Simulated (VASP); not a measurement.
**Zr: single point with PBEsol**

Zr:

```
Zr
1.0
    -1.86430    1.86430    1.81000
     1.86430   -1.86430    1.81000
     1.86430    1.86430   -1.81000
Zr
1
Direct
  0.00000 0.00000 0.00000
```

This cell differs from its parent crystal: equal xx and yy strain of +3 %.

| Quantity | Value |
| --- | --- |
| Program | VASP 6.6.1 |
| Task | single point |
| Functional | PBEsol |
| Potentials or basis | VASP PAW PBE potentials, release 64 (Zr_sv) |
| Cutoff | 520 eV |
| k mesh | 14 × 14 × 14 |
| Occupations | fermi-dirac, width 0.08 eV |
| Spin | no spin polarisation |
| Dipole correction | no |
| Further INCAR settings | ALGO = Normal; EDIFF = 1e-07; NBANDS = 12 |

The pressure is -10.4 GPa. The band gap on the k mesh is zero (bands 6 and 7 overlap by 1.59 eV).

Stress tensor (GPa, compression positive):
```
-10.18   0.00   0.00
  0.00 -10.18   0.00
  0.00   0.00 -10.74
```

Levels at points of the mesh, in eV from the Fermi level:
```
           k point  band 4  band 5  band 6  band 7  band 8  band 9
(0.00, 0.00, 0.00)  -26.20   -5.25    0.89    1.16    1.16    3.16
(0.50, 0.00, 0.00)  -26.21   -2.58   -0.64    1.37    3.36    4.02
(0.50, 0.50, 0.00)  -26.19   -2.59   -0.36    1.21    3.06    3.80
(0.50, 0.50, 0.50)  -26.70   -2.26   -2.20    5.14    5.14    5.22
```

Run time: 67 s on 1 thread of Intel Xeon 8259CL (shared host), peak memory 0.19 GiB.

Caveat: the cell differs from its parent crystal (equal xx and yy strain of +3 %); the cell stands under tension; the PAW data sets were made with another functional, which shifts forces and pressure a little.
